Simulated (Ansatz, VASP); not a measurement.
**Sn2TeO: VASP beside Ansatz**

```
CELL_PARAMETERS angstrom
3.29682 0.00000 0.00000
-1.64841 2.85513 0.00000
0.00000 0.00000 10.72928
ATOMIC_POSITIONS crystal
Sn 0.00000 0.00000 0.81521
Sn 0.00000 0.00000 0.18479
Te 0.00000 0.00000 0.50000
O 0.00000 0.00000 0.00000
```

Alike in both runs: functional PBE; k mesh 6 × 6 × 2; occupations gaussian, width 0.1 eV; no spin polarisation.

Ansatz relaxed the structure, and its values are those at the end. VASP's run is a single point on that final structure, the one shown.

```csv
,VASP,Ansatz
version,VASP 6.6.1,Ansatz 0.2.0
potentials or method,"VASP PAW PBE potentials, release 64 (Sn_d, Te, O), cutoff 520 eV","scalar-relativistic, plane waves, PAW"
valence electrons in the cell,40,50
```

|  | VASP | Ansatz | Ansatz less VASP |
| --- | --- | --- | --- |
| gap on the k mesh at the Fermi level (eV) | none | none | - |
| pressure (GPa) | 0.2 | 0.1 | -0.03 |
| rms of the force components (eV/Å) | 0.021 | 0.001 | -0.0203 |

A gap of «none» marks a metal or a gap that the smearing closes. VASP's potentials hold 40 valence electrons a cell and Ansatz's 50, so a difference there can come from the potentials and not from the codes.

The k mesh is coarse, so the values compare programs but aren't converged. Neither program's run includes spin-orbit coupling.
